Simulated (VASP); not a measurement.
# GaN: single point with PBE

The system is GaN.

```
Ga N
1.0
     0.03289    2.14141    2.14141
     2.14141    0.03289    2.14141
     2.14141    2.14141    0.03289
Ga N
1 1
Cartesian
  0.0000 0.0000 0.0000
  2.1579 2.1579 2.1579
```

This cell differs from its parent crystal: strain along [111] +2.3%.

| Property | Result |
| --- | --- |
| Program | VASP 6.6.1 |
| Task | single point |
| Functional | PBE |
| Potentials or basis | VASP PAW PBE potentials, release 64 (Ga_d, N) |
| Cutoff | 520 eV |
| k mesh | 10 × 10 × 10 |
| Occupations | fermi-dirac, width 0.02 eV |
| Spin | no spin polarisation |

```yaml
Pressure: 3.6 GPa
Band_gap_on_the_k_mesh: 0.44 eV (least direct gap 2.43 eV)
```

Stress tensor (GPa, compression positive):
```
 3.63 -3.30 -3.30
-3.30  3.63 -3.30
-3.30 -3.30  3.63
```

Levels at points of the mesh, in eV from the valence-band top:
```csv
k point,band 7,band 8,band 9,band 10,band 11,band 12
"(0.00, 0.00, 0.00)",-0.73,-0.43,-0.43,2.00,14.15,14.82
"(0.50, 0.00, 0.00)",-8.14,-0.30,-0.18,4.48,8.77,8.97
"(0.50, 0.50, 0.00)",-7.03,-3.16,-2.87,0.44,7.79,11.69
"(0.50, 0.50, 0.50)",-8.40,-0.10,-0.10,4.87,9.11,9.29
```

Wall time 85 s on 1 thread of Intel Xeon 8259CL, with other jobs on the host, peak memory 0.16 GiB.

Caveat: the cell differs from its parent crystal (strain along [111] +2.3%); the cell stands under pressure. A k mesh can miss the band edges.
